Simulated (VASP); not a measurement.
# PrHRh3 (R-3m) in VASP: relaxation of cell and atoms with PBE

Aim: the relaxation of cell and atoms of PrHRh3 with PBE.

Everything below comes from runs of VASP 6.6.1. Logs are shortened: lines on timing, memory, paths and dates and some standing lists are left out, and cuts for length are marked.

### 1 The cell of the first run

It takes space group R-3m (No. 166, trigonal). The conventional cell has a = 7.786 Å, b = 7.786 Å, c = 5.429 Å, α = 90.00°, β = 90.00°, γ = 120.00°. Within 3.6 Å of Pr (site symmetry -3m) lie 2 H at 2.71 Å and 6 Rh at 2.89 Å. H (site symmetry -3m) has 6 Rh at 2.42 Å and 2 Pr at 2.71 Å within 3.2 Å. Within 3.2 Å of Rh (site symmetry 2/m) lie 2 H at 2.42 Å and 4 Rh at 2.89 Å and 2 Pr at 2.89 Å.

The cell was generated, and may not be a known phase.

### 2 Relaxation of cell and atoms, PBE

INCAR

```
SYSTEM = PrHRh3
PREC     = Accurate       ! precision mode
ENCUT    = 500            ! plane-wave cutoff, eV
EDIFF    = 1E-7           ! SCF threshold, eV
ISMEAR   = 0              ! smearing method
SIGMA    = 0.2            ! smearing width, eV
LREAL    = .FALSE.        ! projectors in reciprocal space
LASPH    = .TRUE.         ! aspherical terms in the spheres
NELM     = 200            ! most SCF steps
ALGO     = Normal         ! electronic algorithm
ISIF     = 3              ! what is computed and relaxed
LWAVE    = .FALSE.        ! write WAVECAR
LCHARG   = .FALSE.        ! write CHGCAR
GGA      = PE             ! functional
IBRION   = 2              ! ionic algorithm
NSW      = 36             ! ionic steps
EDIFFG   = -0.08          ! ionic threshold
GGA_COMPAT= .FALSE.      
NELMIN   = 4            
LMAXMIX  = 6              ! l up to which the mixer works
```

KPOINTS

```
regular mesh
0
G
  4 4 4
  0 0 0
```

POSCAR

```
PrHRh3
1.0
    3.8928487100      2.2475372500      1.8095760600
   -3.8928487100      2.2475372500      1.8095760600
    0.0000000000     -4.4950745100      1.8095760600
Pr H Rh
1 1 3
Direct
    0.0000000000      0.0000000000      0.0000000000
    0.5000000000      0.5000000000      0.5000000000
    0.5000000000      0.0000000000      0.5000000000
    0.5000000000      0.5000000000      0.0000000000
    0.0000000000      0.5000000000      0.5000000000
```

Potentials or basis: VASP PAW PBE potentials, release 64 (Pr_3, H, Rh_pv), 4f in core.

On the command line:

```sh
$ cat potpaw_PBE.64/Pr_3/POTCAR potpaw_PBE.64/H/POTCAR potpaw_PBE.64/Rh_pv/POTCAR > POTCAR
$ mpirun -np 1 vasp_std > vasp.out
```

OUTCAR:

```text
SYSTEM = PrHRh3
   PREC = Accurate
   ENCUT = 500
   EDIFF = 1E-7
   ISMEAR = 0
   LREAL = .FALSE.
   LASPH = .TRUE.
   NELM = 200
   ISIF = 3
   GGA = PE
   IBRION = 2
   NSW = 36
   EDIFFG = -0.08
   NELMIN = 4

 ion  position               nearest neighbor table
   1  0.000  0.000  0.000-   4 2.89   4 2.89   5 2.89   5 2.89   3 2.89   3 2.89
   2  0.500  0.500  0.500-
   3  0.500  0.000  0.500-   5 2.89   5 2.89   1 2.89   4 2.89   1 2.89   4 2.89
   4  0.500  0.500  0.000-   1 2.89   1 2.89   5 2.89   3 2.89   5 2.89   3 2.89
   5  0.000  0.500  0.500-   3 2.89   3 2.89   4 2.89   1 2.89   4 2.89   1 2.89

  LATTYP: Found a trigonal (rhomboedric) cell.
 ALAT       =     4.8456434336
 COS(alpha) =    -0.2908094624

  Lattice vectors:

 A1 = (   3.8928487100,   2.2475372500,   1.8095760600)
 A2 = (  -3.8928487100,   2.2475372500,   1.8095760600)
 A3 = (   0.0000000000,  -4.4950745100,   1.8095760600)

Analysis of symmetry for initial positions (statically):
=====================================================================
 Subroutine PRICEL returns:
 Original cell was already a primitive cell.

 Routine SETGRP: Setting up the symmetry group for a
 trigonal (rhombohedral) supercell.

 Subroutine GETGRP returns: Found 12 space group operations
 (whereof 12 operations were pure point group operations)
 out of a pool of 12 trial point group operations.

The static configuration has the point symmetry D_3d.

Analysis of symmetry for dynamics (positions and initial velocities):
=====================================================================
 Subroutine PRICEL returns:
 Original cell was already a primitive cell.

 Routine SETGRP: Setting up the symmetry group for a
 trigonal (rhombohedral) supercell.

 Subroutine GETGRP returns: Found 12 space group operations
 (whereof 12 operations were pure point group operations)
 out of a pool of 12 trial point group operations.

The dynamic configuration has the point symmetry D_3d.

 Subroutine INISYM returns: Found 12 space group operations
 (whereof 12 operations are pure point group operations),
 and found     1 'primitive' translations

----------------------------------------------------------------------------------------

                                     Primitive cell

  volume of cell :      94.9954

  direct lattice vectors                    reciprocal lattice vectors
     3.892848710  2.247537250  1.809576060     0.128440645  0.074155241  0.184205207
    -3.892848710  2.247537250  1.809576060    -0.128440645  0.074155241  0.184205207
     0.000000000 -4.495074510  1.809576060     0.000000000 -0.148310482  0.184205207

  length of vectors
     4.845643434  4.845643434  4.845643442     0.236490079  0.236490079  0.236490079

  position of ions in fractional coordinates (direct lattice)
     0.000000000  0.000000000  0.000000000
     0.500000000  0.500000000  0.500000000
     0.500000000  0.000000000  0.500000000
     0.500000000  0.500000000  1.000000000
     0.000000000  0.500000000  0.500000000

  ion indices of the primitive-cell ions
   primitive index   ion index
                 1           1
                 2           2
                 3           3
                 4           4
                 5           5

----------------------------------------------------------------------------------------

 KPOINTS: regular mesh

Automatic generation of k-mesh.
 Grid dimensions read from file:
 generate k-points for:    4    4    4

 Generating k-lattice:

  Cartesian coordinates                     Fractional coordinates (reciprocal lattice)
     0.032110161  0.018538810  0.046051302     0.250000000  0.000000000  0.000000000
    -0.032110161  0.018538810  0.046051302     0.000000000  0.250000000  0.000000000
     0.000000000 -0.037077620  0.046051302    -0.000000000 -0.000000000  0.250000000

  Length of vectors
     0.059122520  0.059122520  0.059122520

  Shift w.r.t. Gamma in fractional coordinates (k-lattice)
     0.000000000  0.000000000  0.000000000

 Subroutine IBZKPT returns following result:
 ===========================================

 Found     13 irreducible k-points:

 Following reciprocal coordinates:
            Coordinates               Weight
  0.000000  0.000000  0.000000      1.000000
  0.250000  0.000000  0.000000      6.000000
  0.500000  0.000000  0.000000      3.000000
  0.250000  0.250000  0.000000      6.000000
  0.500000  0.250000  0.000000     12.000000
 -0.250000  0.250000  0.000000      6.000000
  0.500000  0.500000  0.000000      3.000000
  0.250000  0.250000  0.250000      2.000000
  0.500000  0.250000  0.250000      6.000000
 -0.250000  0.250000  0.250000      6.000000
  0.500000  0.500000  0.250000      6.000000
 -0.250000  0.500000  0.250000      6.000000
  0.500000  0.500000  0.500000      1.000000
   k-points           NKPTS =     13   k-points in BZ     NKDIM =     13   number of bands    NBANDS=     34
   number of dos      NEDOS =    301   number of ions     NIONS =      5
   total plane-waves  NPLWV =  46656
   dimension x,y,z NGX =    36 NGY =   36 NGZ =   36
   dimension x,y,z NGXF=    72 NGYF=   72 NGZF=   72
   ions per type =               1   1   3
   NGX,Y,Z   is equivalent  to a cutoff of  12.35, 12.35, 12.35 a.u.
   NGXF,Y,Z  is equivalent  to a cutoff of  24.70, 24.70, 24.70 a.u.
 SYSTEM =  PrHRh3
   PREC   = accura    normal or accurate (medium, high low for compatibility)
   ISTART =      0    job   : 0-new  1-cont  2-samecut
   ICHARG =      2    charge: 1-file 2-atom 10-const
   ISPIN  =      1    spin polarized calculation?
   LNONCOLLINEAR =      F non collinear calculations
   LSORBIT =      F    spin-orbit coupling
   LASPH  =      T    aspherical Exc in radial PAW
   ENCUT  =  500.0 eV  36.75 Ry    6.06 a.u.   8.83  8.83  8.83*2*pi/ulx,y,z
   NELM   =    200;   NELMIN=  4; NELMDL= -5     # of ELM steps
   EDIFF  = 0.1E-06   stopping-criterion for ELM
   LREAL  =      F    real-space projection
   EDIFFG = -.8E-01   stopping-criterion for IOM
   NSW    =     36    number of steps for IOM
   IBRION =      2    ionic relax: 0-MD 1-quasi-New 2-CG
   NFREE  =      1    steps in history (QN), initial steepest desc. (CG)
   ISIF   =      3    stress and relaxation
   ISYM   =      2    0-nonsym 1-usesym 2-fastsym
   POTIM  = 0.5000    time-step for ionic-motion
   TEBEG  =    0.0;   TEEND  =   0.0 temperature during run
   PSTRESS=    0.0 pullay stress
   NELECT =      57.0000    total number of electrons
   NUPDOWN=      -1.0000    fix difference up-down
   EMIN   =  10.00;   EMAX   =-10.00  energy-range for DOS
   EFERMI =   0.00;   METHOD = LEGACY
   ISMEAR =     0;   SIGMA  =   0.20  broadening in eV -4-tet -1-fermi 0-gaus
   EFERMI_NEDOS =   21; number of points for ismear=-14 and -15
   IALGO  =     38    algorithm
   IMIX   =      4    mixing-type and parameters
     AMIX     =   0.40;   BMIX     =  1.00
     AMIX_MAG =   1.60;   BMIX_MAG =  1.00
  volume/ion in A,a.u.               =      19.00       128.21
  Fermi-wavevector in a.u.,A,eV,Ry     =   1.380805  2.609343 25.941164  1.906622
  Thomas-Fermi vector in A             =   2.505648
   LORBIT       =      0    0 simple, 1 ext, 2 COOP (PROOUT), +10 PAW based schemes
   GGA     = PE    functional components
   LHFCALC =     F    Hartree Fock is set to
   AEXX    =    0.0000 exact exchange contribution
   IVDW    =     0    specifies the selected vdW correction
   LEPSILON=     F    determine dielectric tensor
   LRPA    =     F    only Hartree local field effects (RPA)
 conjugate gradient relaxation of ions
 non-spin polarized calculation
 Gauss-broadening in eV      SIGMA  =   0.20
  energy-cutoff  :      500.00
  volume of cell :       95.00
 maximum number of plane-waves:      2448
   NGX = 17   NGY = 17   NGZ = 17

--------------------------------------- Ionic step        1  -------------------------------------------

 number of electron      56.9999982 magnetization

 Free energy of the ion-electron system (eV)
  ---------------------------------------------------
  ext. energy  EPLUGINS =         0.00000000
  ---------------------------------------------------
  free energy    TOTEN  =       -28.52813484 eV

  energy without entropy =      -28.38542193  energy(sigma->0) =      -28.45677839

------------------------ aborting loop because EDIFF is reached ----------------------------------------

  FORCE on cell =-STRESS in cart. coord.  units (eV):
  Direction    XX          YY          ZZ          XY          YZ          ZX
  --------------------------------------------------------------------------------------
  -------------------------------------------------------------------------------------
  Total       -9.1086324     -9.1086324     -6.5519096     -0.0000000      0.0000000      0.0000000
  in kB     -153.6247685   -153.6247689   -110.5034815     -0.0000000      0.0000002      0.0000000
  external PRESSURE =    -139.2510063 kB  Pullay stress =       0.0000000 kB
[... 98 lines left out ...]
  FREE ENERGIE OF THE ION-ELECTRON SYSTEM (eV)
  ---------------------------------------------------
  free  energy   TOTEN  =       -29.3307767533 eV

  energy  without entropy=      -29.2184182721  energy(sigma->0) =      -29.27459751

 E-fermi :  12.6958     XC(G=0): -14.2457

 val. band max:       12.6689663442   @ k =   0.2500   0.0000   0.0000
 cond. band min:      12.7419480399   @ k =  -0.2500   0.2500   0.0000
 fundamental gap:      0.0729816957
 Fermi energy:        12.6957594115

 k-point     1 :       0.0000    0.0000    0.0000
  band No.  band energies     occupation
      1     -34.8888      2.00000
      2     -34.6138      2.00000
      3     -34.6138      2.00000
      4     -33.8289      2.00000
      5     -33.5882      2.00000
      6     -33.5335      2.00000
[... 470 lines left out ...]
     33      18.8417      0.00000
     34      18.8417      0.00000

[... ionic steps 4 to 13 ...]

--------------------------------------- Ionic step       14  -------------------------------------------

 number of electron      57.0000027 magnetization

------------------------ aborting loop because EDIFF is reached ----------------------------------------

  FORCE on cell =-STRESS in cart. coord.  units (eV):
  Direction    XX          YY          ZZ          XY          YZ          ZX
  --------------------------------------------------------------------------------------
  -------------------------------------------------------------------------------------
  Total        1.5118743      1.5118743      1.0687504      0.0000000     -0.0000000      0.0000000
  in kB       34.1990751     34.1990751     24.1754708      0.0000000     -0.0000001      0.0000000
  external PRESSURE =      30.8578737 kB  Pullay stress =       0.0000000 kB
[... 63 lines left out ...]
  energy  without entropy=      -31.4001137312  energy(sigma->0) =      -31.44121158

--------------------------------------- Ionic step       16  -------------------------------------------

 number of electron      57.0000018 magnetization

 Free energy of the ion-electron system (eV)
  ---------------------------------------------------
  ext. energy  EPLUGINS =         0.00000000
  ---------------------------------------------------
  free energy    TOTEN  =       -31.52272327 eV

  energy without entropy =      -31.44488812  energy(sigma->0) =      -31.48380570

 E-fermi :   8.2265     XC(G=0): -12.6182

 val. band max:        8.1979602841   @ k =   0.2500   0.0000   0.0000
 cond. band min:       8.2906998300   @ k =  -0.2500   0.5000   0.2500
 fundamental gap:      0.0927395458
 Fermi energy:         8.2264910390

 k-point     1 :       0.0000    0.0000    0.0000
  band No.  band energies     occupation
      1     -37.6606      2.00000
      2     -37.6606      2.00000
      3     -37.6520      2.00000
      4     -37.4526      2.00000
      5     -37.4526      2.00000
      6     -37.4503      2.00000
[... 502 lines left out ...]
  FREE ENERGIE OF THE ION-ELECTRON SYSTEM (eV)
  ---------------------------------------------------
  free  energy   TOTEN  =       -31.5227232729 eV

  energy  without entropy=      -31.4448881227  energy(sigma->0) =      -31.48380570

 reached required accuracy - stopping structural energy minimisation
```

Run time: 13 min. Hardware: 1 thread of Intel Xeon Platinum 8375C at 2.90GHz (Ice Lake), shared host; peak memory 0.26 GiB.

Results:

```yaml
Free_energy: -31.5227 eV
Relaxed_volume: 14.43 Å³/atom
Relaxed_cell: a = 4.163 Å, b = 4.163 Å, c = 4.163 Å, α = 90.38°, β = 90.38°, γ = 90.38°
Space_group_after_relaxing_to_0.1_Å: Pm-3m (No. 221)
Pressure_after_relaxing: 0.1 GPa
Band_gap_on_the_k_mesh: zero (an odd number of electrons rules out a gap without spin polarisation)
```

Final structure:
```
CELL_PARAMETERS angstrom
2.95388 1.70543 2.38758
-2.95388 1.70543 2.38758
0.00000 -3.41085 2.38758
ATOMIC_POSITIONS crystal
Pr 0.00000 0.00000 0.00000
H 0.50000 0.50000 0.50000
Rh 0.50000 0.00000 0.50000
Rh 0.50000 0.50000 0.00000
Rh 0.00000 0.50000 0.50000
```

Caveat: the k points lie up to 0.38 Å⁻¹ apart in the final cell, too coarse for converged energies and pressures of a metal; the volume moved by over 15 % at a fixed basis, so the end points are rough; spin-orbit coupling is left out, which moves the levels of the heavy elements; the 4f electrons are frozen in the core, so they carry no moment and show no levels. Spin polarisation is off, so any magnetic state and its effect on volume and gap are missing.

The gap in the log of VASP goes by the Fermi energy; the results here count the filled bands.